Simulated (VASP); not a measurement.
Write the native input for VASP 6.6.1 that does the following.

```
Task                   : single point
Functional             : r2SCAN
Potentials or basis    : VASP PAW PBE potentials, release 64 (Ti_sv)
Cutoff                 : 520 eV
k mesh                 : 18 × 18 × 10
Occupations            : gaussian, width 0.15 eV
Spin                   : no spin polarisation
Dipole correction      : no
Further INCAR settings : ALGO = Normal; EDIFF = 1e-06; NBANDS = 19
```

Ti:

```xyz
2
Lattice="2.9942 0.0000 0.0000 -1.4971 2.5931 0.0000 0.0000 0.0000 4.7563" Properties=species:S:1:pos:R:3 pbc="T T T"
Ti    0.0000    1.7287    1.1891
Ti    1.4971    0.8644    3.5672
```

This cell differs from its parent crystal: strain +0.015 along x and y, +0.015 along z.

One way to write it, as run:

POSCAR

```
Ti
1.0
    2.9942478283      0.0000000000      0.0000000000
   -1.4971239141      2.5930946845      0.0000000000
    0.0000000000      0.0000000000      4.7562900000
Ti
2
Direct
    0.3333333333      0.6666666667      0.2500000000
    0.6666666667      0.3333333333      0.7500000000
```

INCAR.step1

```
PREC = Accurate
ENCUT = 520
ISMEAR = 0
SIGMA = 0.15
LREAL = F
LASPH = T
NELM = 100
NBANDS = 19
GGA = PE
ALGO = Normal
EDIFF = 1E-4
LWAVE = T
LCHARG = F
```

INCAR.step2

```
PREC = Accurate
ENCUT = 520
EDIFF = 1E-6
ISMEAR = 0
SIGMA = 0.15
LREAL = F
LASPH = T
NELM = 100
ALGO = Normal
ISIF = 2
LWAVE = F
LCHARG = F
METAGGA = R2SCAN
LMIXTAU = T
NBANDS = 19
ISTART = 1
```

KPOINTS

```
regular mesh
0
Gamma
  18 18 10
```

Potentials or basis: VASP PAW PBE potentials, release 64 (Ti_sv).

Launch:

```console
$ cat potpaw_PBE.64/Ti_sv/POTCAR > POTCAR
$ cp INCAR.step1 INCAR
$ mpirun -np 1 vasp_std > vasp.out
$ cp INCAR.step2 INCAR
$ mpirun -np 1 vasp_std > vasp.out
```

Results of the run:

* Pressure: -6.5 GPa
* Band gap on the k mesh: zero (bands 12 and 13 overlap by 1.21 eV)

Caveat: the cell differs from its parent crystal (strain +0.015 along x and y, +0.015 along z); the cell stands under tension; the PAW data sets were made with another functional, which shifts forces and pressure a little.

Wall time 2.8 min on 1 thread of Intel(R) Xeon(R) 6975P-C (Granite Rapids) (shared host), peak memory 0.25 GiB.
